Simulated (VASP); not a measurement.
# Te2Mo in VASP: notebook

The runs below take Te2Mo through single point, with PBEsol.

All numbers are computed with VASP 6.6.1; they aren't measurements. Logs are shortened: lines on timing, memory, paths and dates and some standing lists are left out, and cuts for length are marked.

### 1 The cell of the first run

The cell holds a slab with vacuum, 6 atoms: a = 6.320 Å, b = 3.372 Å, c = 36.172 Å, α = 90.00°, β = 90.04°, γ = 90.00°.

### 2 Single point, PBEsol

Contents of INCAR:

```
SYSTEM = Te2Mo
PREC = Accurate
ENCUT = 500
EDIFF = 1E-6
ISMEAR = 0
SIGMA = 0.1
LREAL = .False.
LASPH = .True.
NELM = 120
ALGO = Normal
ISIF = 2
LWAVE = .False.
LCHARG = .True.
GGA = PS
LELF = .True.
LVHAR = .True.
NBANDS = 35
GGA_COMPAT = .False.
```

Contents of KPOINTS:

```
Automatic mesh
0
Gamma
  6 10 1
  0 0 0
```

Contents of POSCAR:

```
Te2Mo
1.0
    6.3196096638      0.0000000000      0.0053447621
    0.0000000000      3.3724373866      0.0000000000
   -0.0547816647      0.0000000000     36.1718267321
Te Mo
4 2
Direct
    0.0770051537      0.7500000000      0.4431815181
    0.9229948463      0.2500000000      0.5568184819
    0.5673867721      0.2500000000      0.4590831965
    0.4326132279      0.7500000000      0.5409168035
    0.8176395077      0.7500000000      0.5023474724
    0.1823604923      0.2500000000      0.4976525276
```

Potentials or basis: VASP PAW PBE potentials, release 64 (Te, Mo_sv).

On the command line:

```console
$ cat potpaw_PBE.64/Te/POTCAR potpaw_PBE.64/Mo_sv/POTCAR > POTCAR
$ mpirun -np 1 vasp_std > vasp.out
```

OUTCAR:

```text
SYSTEM = Te2Mo
   PREC = Accurate
   ENCUT = 500
   EDIFF = 1E-6
   ISMEAR = 0
   LREAL = .False.
   LASPH = .True.
   NELM = 120
   ISIF = 2
   GGA = PS

 ion  position               nearest neighbor table
   1  0.077  0.750  0.443-   6 2.68   6 2.68   5 2.70   3 3.57   3 3.57   3 3.68   3 3.68
   2  0.923  0.250  0.557-   5 2.68   5 2.68   6 2.70   4 3.57   4 3.57   4 3.68   4 3.68
   3  0.567  0.250  0.459-   5 2.79   5 2.79   6 2.81   4 3.51   4 3.51   1 3.57   1 3.57   1 3.68
                             1 3.68
   4  0.433  0.750  0.541-   6 2.79   6 2.79   5 2.81   3 3.51   3 3.51   2 3.57   2 3.57   2 3.68
                             2 3.68
   5  0.818  0.750  0.502-   2 2.68   2 2.68   1 2.70   3 2.79   3 2.79   4 2.81   6 2.86   6 2.86

   6  0.182  0.250  0.498-   1 2.68   1 2.68   2 2.70   4 2.79   4 2.79   3 2.81   5 2.86   5 2.86

  LATTYP: Found a simple monoclinic cell.
 ALAT       =     6.3196119239
 B/A-ratio  =     0.5336462788
 C/A-ratio  =     5.7237483330
 COS(beta)  =    -0.0006687409

  Lattice vectors:

 A1 = (   6.3196096638,   0.0000000000,   0.0053447621)
 A2 = (   0.0000000000,   3.3724373866,   0.0000000000)
 A3 = (  -0.0547816647,   0.0000000000,  36.1718267321)

Analysis of symmetry for initial positions (statically):
=====================================================================
 Subroutine PRICEL returns:
 Original cell was already a primitive cell.

 Routine SETGRP: Setting up the symmetry group for a
 simple monoclinic supercell.

 Subroutine GETGRP returns: Found  4 space group operations
 (whereof  2 operations were pure point group operations)
 out of a pool of  4 trial point group operations.

The static configuration has the point symmetry S_2 .
 The point group associated with its full space group is C_2h.

Analysis of symmetry for dynamics (positions and initial velocities):
=====================================================================
 Subroutine PRICEL returns:
 Original cell was already a primitive cell.

 Routine SETGRP: Setting up the symmetry group for a
 simple monoclinic supercell.

 Subroutine GETGRP returns: Found  4 space group operations
 (whereof  2 operations were pure point group operations)
 out of a pool of  4 trial point group operations.

The dynamic configuration has the point symmetry S_2 .
 The point group associated with its full space group is C_2h.

[... 100 lines left out ...]
   LNONCOLLINEAR =      F non collinear calculations
   LSORBIT =      F    spin-orbit coupling
   LASPH  =      T    aspherical Exc in radial PAW
   ENCUT  =  500.0 eV  36.75 Ry    6.06 a.u.  11.52  6.15 65.95*2*pi/ulx,y,z
   NELM   =    120;   NELMIN=  2; NELMDL= -5     # of ELM steps
   EDIFF  = 0.1E-05   stopping-criterion for ELM
   LREAL  =      F    real-space projection
   EDIFFG = 0.1E-04   stopping-criterion for IOM
   NSW    =      0    number of steps for IOM
[... 5 lines left out ...]
   TEBEG  =    0.0;   TEEND  =   0.0 temperature during run
   PSTRESS=    0.0 pullay stress
   NELECT =      52.0000    total number of electrons
   NUPDOWN=      -1.0000    fix difference up-down
   EMIN   =  10.00;   EMAX   =-10.00  energy-range for DOS
   EFERMI =   0.00;   METHOD = LEGACY
   ISMEAR =     0;   SIGMA  =   0.10  broadening in eV -4-tet -1-fermi 0-gaus
   EFERMI_NEDOS =   21; number of points for ismear=-14 and -15
   IALGO  =     38    algorithm
   IMIX   =      4    mixing-type and parameters
     AMIX     =   0.40;   BMIX     =  1.00
     AMIX_MAG =   1.60;   BMIX_MAG =  1.00
  volume/ion in A,a.u.               =     128.49       867.06
  Fermi-wavevector in a.u.,A,eV,Ry     =   0.666409  1.259331  6.042362  0.444101
  Thomas-Fermi vector in A             =   1.740702
   LORBIT       =      0    0 simple, 1 ext, 2 COOP (PROOUT), +10 PAW based schemes
   GGA     = PS    functional components
   LHFCALC =     F    Hartree Fock is set to
   AEXX    =    0.0000 exact exchange contribution
   IVDW    =     0    specifies the selected vdW correction
   LEPSILON=     F    determine dielectric tensor
   LRPA    =     F    only Hartree local field effects (RPA)
 non-spin polarized calculation
 Gauss-broadening in eV      SIGMA  =   0.10
  energy-cutoff  :      500.00
  volume of cell :      770.91
 maximum number of plane-waves:     19672
 NGX is ok and might be reduce to    48
   NGX = 23   NGY = 13   NGZ =131

 number of electron      51.9999999 magnetization

 Free energy of the ion-electron system (eV)
  ---------------------------------------------------
  ext. energy  EPLUGINS =         0.00000000
  ---------------------------------------------------
  free energy    TOTEN  =       -39.14590157 eV

  energy without entropy =      -39.13858073  energy(sigma->0) =      -39.14224115

 E-fermi :  -2.0253     XC(G=0):  -2.3587

 val. band max:       -2.0303735655   @ k =   0.0000   0.1000   0.0000
 cond. band min:      -2.0042838630   @ k =   0.3333   0.0000   0.0000
 fundamental gap:      0.0260897025
 Fermi energy:        -2.0252896186

 k-point     1 :       0.0000    0.0000    0.0000
  band No.  band energies     occupation
      1     -62.9857      2.00000
      2     -62.9184      2.00000
      3     -37.2900      2.00000
      4     -37.1832      2.00000
      5     -37.1786      2.00000
      6     -37.0409      2.00000
[... 901 lines left out ...]
     34       1.4523      0.00000
     35       2.5351      0.00000

------------------------ aborting loop because EDIFF is reached ----------------------------------------

  FORCE on cell =-STRESS in cart. coord.  units (eV):
  Direction    XX          YY          ZZ          XY          YZ          ZX
  --------------------------------------------------------------------------------------
  -------------------------------------------------------------------------------------
  Total        0.1195547      0.0838491      0.1721160      0.0000000      0.0000000     -0.0006412
  in kB        0.2484688      0.1742624      0.3577064      0.0000000      0.0000000     -0.0013327
  external PRESSURE =       0.2601459 kB  Pullay stress =       0.0000000 kB

 VOLUME and BASIS-vectors are now :
 -----------------------------------------------------------------------------
  energy-cutoff  :      500.00
  volume of cell :      770.91
      direct lattice vectors                 reciprocal lattice vectors
     6.319609664  0.000000000  0.005344762     0.158237419  0.000000000  0.000239648
     0.000000000  3.372437387  0.000000000     0.000000000  0.296521443  0.000000000
    -0.054781665  0.000000000 36.171826732    -0.000023381  0.000000000  0.027645790

 POSITION                                       TOTAL-FORCE (eV/Angst)
 -----------------------------------------------------------------------------------
      0.46236      2.52933     16.03110         0.000512      0.000000     -0.029766
      5.80246      0.84311     20.14607        -0.000512     -0.000000      0.029766
      3.56051      0.84311     16.60891        -0.000657     -0.000000     -0.022644
      2.70431      2.52933     19.56826         0.000657     -0.000000      0.022644
      5.13964      2.52933     18.17520        -0.008422     -0.000000     -0.000991
      1.12518      0.84311     18.00198         0.008422     -0.000000      0.000991
 -----------------------------------------------------------------------------------
    total drift:                                0.000000      0.000000      0.000000

  FREE ENERGIE OF THE ION-ELECTRON SYSTEM (eV)
  ---------------------------------------------------
  free  energy   TOTEN  =       -39.1459015680 eV

  energy  without entropy=      -39.1385807327  energy(sigma->0) =      -39.14224115
```

OSZICAR:

```text
N       E                     dE             d eps       ncg     rms          rms(c)
DAV:   1     0.411260667185E+03    0.41126E+03   -0.21556E+04  2160   0.103E+03
DAV:   2     0.182098226544E+01   -0.40944E+03   -0.39854E+03  2436   0.231E+02
DAV:   3    -0.390614065248E+02   -0.40882E+02   -0.40225E+02  2208   0.688E+01
[... 19 lines left out ...]
DAV:  23    -0.391458872570E+02   -0.14778E-04   -0.27103E-07  1355   0.229E-03    0.263E-03
DAV:  24    -0.391458967423E+02   -0.94852E-05   -0.25636E-07  1298   0.214E-03    0.247E-03
DAV:  25    -0.391458996720E+02   -0.29297E-05   -0.49987E-08  1232   0.652E-04    0.217E-03
DAV:  26    -0.391459007187E+02   -0.10467E-05   -0.25661E-10  1097   0.325E-04    0.137E-03
DAV:  27    -0.391459015680E+02   -0.84928E-06   -0.15408E-09  1061   0.393E-04
   1 F= -.39145902E+02 E0= -.39142241E+02  d E =-.732084E-02
```

Run time: 15 min. Hardware: 1 thread of Oxide Virtual Turin-like, shared host; peak memory 0.99 GiB.

Results:

- Free energy: -39.1459 eV
- Largest force: 0.030 eV/Å
- Band gap on the k mesh: zero (bands 26 and 27 overlap by 0.52 eV)

Forces in eV/Å, atoms in the order of the input:
```
Te   0.001  0.000 -0.030
Te  -0.001  0.000  0.030
Te  -0.001  0.000 -0.023
Te   0.001  0.000  0.023
Mo  -0.008  0.000 -0.001
Mo   0.008  0.000  0.001
```

Caveat: there is no dipole correction, which matters where the two faces differ; the PAW data sets were made with another functional, which shifts forces and pressure a little; spin-orbit coupling is left out, which moves the levels of the heavy elements.

### 3 Single point, PBEsol

Contents of INCAR:

```
ALGO     = Normal         # electronic algorithm
EDIFF    = 1E-6           # SCF threshold, eV
ENCUT    = 500            # plane-wave cutoff, eV
GGA      = PS             # functional
GGA_COMPAT= False        
ISIF     = 2              # what is computed and relaxed
ISMEAR   = -1             # smearing method
LASPH    = True           # aspherical terms in the spheres
LCHARG   = False          # write CHGCAR
LREAL    = False          # projectors in reciprocal space
LWAVE    = False          # write WAVECAR
NBANDS   = 35             # bands
NELM     = 120            # most SCF steps
PREC     = Accurate       # precision mode
SIGMA    = 0.15           # smearing width, eV
```

Contents of KPOINTS:

```
k-points
0
Gamma
  6 10 1
```

Contents of POSCAR:

```
Te2Mo
1.0
    6.3192418226      0.0000000000      0.0054663358
    0.0000000000      3.3738898322      0.0000000000
   -0.0540833116      0.0000000000     36.1726452101
Te Mo
4 2
Direct
    0.0764246942      0.7500000000      0.4431613986
    0.9235753058      0.2500000000      0.5568386014
    0.5677787954      0.2500000000      0.4590307548
    0.4322212046      0.7500000000      0.5409692452
    0.8176919952      0.7500000000      0.5023593947
    0.1823080048      0.2500000000      0.4976406053
```

Potentials or basis: VASP PAW PBE potentials, release 64 (Te, Mo_sv).

On the command line:

```console
$ cat potpaw_PBE.64/Te/POTCAR potpaw_PBE.64/Mo_sv/POTCAR > POTCAR
$ mpirun -np 1 vasp_std > vasp.out
```

It took 15 min on 1 thread of Oxide Virtual Turin-like, shared host; peak memory 0.99 GiB.

It converged, with:

* Free energy: -39.2016 eV
* Largest force: 0.029 eV/Å
* Band gap on the k mesh: zero (bands 26 and 27 overlap by 0.50 eV)

Forces on the atoms (eV/Å):
```
Te   0.000  0.000 -0.029
Te   0.000  0.000  0.029
Te  -0.001  0.000 -0.021
Te   0.001  0.000  0.021
Mo  -0.006  0.000 -0.002
Mo   0.006  0.000  0.002
```

Levels at points of the mesh, in eV from the Fermi level:
```
           k point  band 23  band 24  band 25  band 26  band 27  band 28  band 29  band 30
(0.00, 0.00, 0.00)    -1.13    -0.43    -0.40     0.45     0.54     1.28     1.69     2.07
(0.50, 0.00, 0.00)    -1.48    -0.97    -0.67    -0.44    -0.06     1.41     1.41     1.87
(0.00, 0.50, 0.00)    -1.72    -1.72    -1.48    -1.48     1.18     1.18     1.60     1.60
(0.50, 0.50, 0.00)    -1.77    -1.77    -0.91    -0.91     1.21     1.21     1.85     1.85
```

Caveat: there is no dipole correction, which matters where the two faces differ; the PAW data sets were made with another functional, which shifts forces and pressure a little; spin-orbit coupling is left out, which moves the levels of the heavy elements.

The gap in the log of VASP goes by the Fermi energy; the results here count the filled bands.